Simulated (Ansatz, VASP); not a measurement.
Be4ZnTe: VASP beside Ansatz

```xyz
6
Lattice="0.0000 3.3759 3.3759 3.3759 0.0000 3.3759 3.3759 3.3759 0.0000" Properties=species:S:1:pos:R:3 pbc="T T T"
Be    0.8467    2.5292    2.5292
Be    2.5292    0.8467    2.5292
Be    2.5292    2.5292    0.8467
Be    0.8467    0.8467    0.8467
Zn    5.0639    5.0639    5.0639
Te    3.3759    3.3759    3.3759
```

Change from the starting cell: species swapped into the ScNi4Au type (F-43m, No. 216).

Alike in both runs: task relaxation of cell and atoms; functional PBE; k mesh 4 × 4 × 4; occupations gaussian, width 0.2 eV; no spin polarisation.

```csv
,VASP,Ansatz
version,VASP 6.6.1,Ansatz 0.2.0
potentials or method,"VASP PAW PBE potentials, release 64 (Be, Zn, Te), cutoff 600 eV","scalar-relativistic, plane waves, PAW"
valence electrons in the cell,26,36
```

|  | VASP | Ansatz | Ansatz less VASP |
| --- | --- | --- | --- |
| gap on the k mesh at the Fermi level, each at its own relaxed structure (eV) | none | none | - |
| relaxed volume (Å³/atom) | 12.87 | 12.81 | -0.057 |
| relaxed cell length with the largest relative difference (Å) | 4.780 | 4.773 | -0.0070 |

A gap of «none» marks a metal or a gap that the smearing closes. VASP's potentials hold 26 valence electrons a cell and Ansatz's 36, so a difference there can come from the potentials and not from the codes.

The k mesh is coarse, so the values compare programs but aren't converged. Neither program's run includes spin-orbit coupling.
